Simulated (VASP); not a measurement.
ZrC:

```
Zr C
1.0
     0.00000    2.35588    2.35588
     2.35588    0.00000    2.35588
     2.35588    2.35588    0.00000
Zr C
1 1
Direct
  0.50000 0.50000 0.50000
  0.00000 0.00000 0.00000
```

Base run:

```yaml
Program: VASP 6.6.1
Functional: r2SCAN
Potentials_or_basis: VASP PAW PBE potentials, release 64 (Zr_sv, C)
Cutoff: 660 eV
k_mesh: 12 × 12 × 12
Occupations: gaussian, width 0.05 eV
Spin: no spin polarisation
```

Its results: band gap on the k mesh zero (bands 8 and 9 overlap by 1.32 eV); pressure 0.1 GPa.

**Question.** The run is repeated on the same cell with these changes: functional from r2SCAN to LDA; potentials or basis from VASP PAW PBE potentials, release 64 (Zr_sv, C) to VASP PAW LDA potentials, release 64 (Zr_sv, C); cutoff from 660 eV to 600 eV. What comes out?

**Answer.** Band gap on the k mesh zero (bands 8 and 9 overlap by 1.31 eV); pressure -9.6 GPa.

Caveats: the PAW data sets were made with another functional, which shifts forces and pressure a little (at least some runs); the cell stands under tension (at least some runs).
